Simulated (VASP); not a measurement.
Write the native input for VASP 6.6.1 that does the following.

| Property | Result |
| --- | --- |
| Task | single point |
| Functional | PBE |
| Potentials or basis | VASP PAW PBE potentials, release 64 (Sc_sv, N, Al) |
| Cutoff | 520 eV |
| k mesh | 4 × 4 × 4 |
| Occupations | gaussian, width 0.01 eV |
| Spin | no spin polarisation |
| Dipole correction | no |
| Further INCAR settings | ALGO = Normal; EDIFF = 1e-07; NBANDS = 20 |

The structure of ScAlN2 lies in POSCAR:

```
ScAlN2
1.0
    3.0446085504      0.0000000000      0.0000000000
    0.0000000000      3.0446085504      0.0000000000
    0.0000000000      0.0000000000      4.3189807924
Sc N Al
1 2 1
Direct
    0.0000000000      0.0000000000      0.0000000000
    0.0000000000      0.0000000000      0.5000000000
    0.5000000000      0.5000000000      0.0000000000
    0.5000000000      0.5000000000      0.5000000000
```

One way to write it, as run:

INCAR

```
SYSTEM = ScAlN2
ALGO     = Normal         ! electronic algorithm
EDIFF    = 1E-7           ! SCF threshold, eV
ENCUT    = 520            ! plane-wave cutoff, eV
GGA      = PE             ! functional
ISIF     = 2              ! what is computed and relaxed
ISMEAR   = 0              ! smearing method
LASPH    = .TRUE.         ! aspherical terms in the spheres
LCHARG   = .TRUE.         ! write CHGCAR
LELF     = .TRUE.         ! ELF
LREAL    = .FALSE.        ! projectors in reciprocal space
LVHAR    = .TRUE.       
LWAVE    = .FALSE.        ! write WAVECAR
NBANDS   = 20             ! bands
NELM     = 100            ! most SCF steps
PREC     = Accurate       ! precision mode
SIGMA    = 0.01           ! smearing width, eV
```

KPOINTS

```
k-points
0
G
  4 4 4
  0 0 0
```

Potentials or basis: VASP PAW PBE potentials, release 64 (Sc_sv, N, Al).

The run is started by

```sh
$ cat potpaw_PBE.64/Sc_sv/POTCAR potpaw_PBE.64/N/POTCAR potpaw_PBE.64/Al/POTCAR > POTCAR
$ mpirun -np 1 vasp_std > vasp.out
```

It gave:

The pressure is 4.6 GPa and the band gap on the k mesh is 0.64 eV, direct.

Caveat: the k points lie up to 0.52 Å⁻¹ apart.

Run time: 22 s on 1 thread of AMD EPYC 7R13 (shared host), peak memory 0.13 GiB.
